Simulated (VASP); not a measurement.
Write the native input for VASP 6.6.1 that does the following.

- Task: single point
- Functional: PBEsol
- Potentials or basis: VASP PAW PBE potentials, release 64 (Sr_sv)
- Cutoff: 520 eV
- k mesh: 12 × 12 × 10
- Occupations: gaussian, width 0.1 eV
- Spin: no spin polarisation
- Dipole correction: no
- Further INCAR settings: ALGO = Fast; EDIFF = 1e-07; NBANDS = 17

The structure of Sr lies in POSCAR:

```
Sr
1.0
    2.9283402038      2.9283402038      0.0000000000
   -2.9522458017      2.9522458017      0.0000000000
    0.0000000000      0.0000000000      5.9651800830
Sr
2
Direct
    0.0000000000      0.0000000000      0.0000000000
    0.5000000000      0.5000000000      0.5000000000
```

This cell differs from its parent crystal: uniaxial strain along a: -1.0 %, then relaxed in part.

One way to write it, as run:

INCAR

```
PREC = Accurate
ENCUT = 520
EDIFF = 1E-7
ISMEAR = 0
SIGMA = 0.1
LREAL = F
LASPH = T
NELM = 100
ALGO = Fast
ISIF = 2
LWAVE = F
LCHARG = T
GGA = PS
LELF = T
LVHAR = T
NBANDS = 17
```

KPOINTS

```
regular mesh
0
Gamma
  12 12 10
```

Potentials or basis: VASP PAW PBE potentials, release 64 (Sr_sv).

Command:

```console
$ cat potpaw_PBE.64/Sr_sv/POTCAR > POTCAR
$ mpirun -np 1 vasp_std > vasp.out
```

It gave:

* Pressure: 0.1 GPa
* Band gap on the k mesh: zero (bands 10 and 11 overlap by 0.02 eV)

Caveat: the cell differs from its parent crystal (uniaxial strain along a: -1.0 %, then relaxed in part); the PAW data sets were made with another functional, which shifts forces and pressure a little.

Wall time 15 min on 1 thread of Intel Xeon 8259CL, with other jobs on the host, peak memory 0.55 GiB.
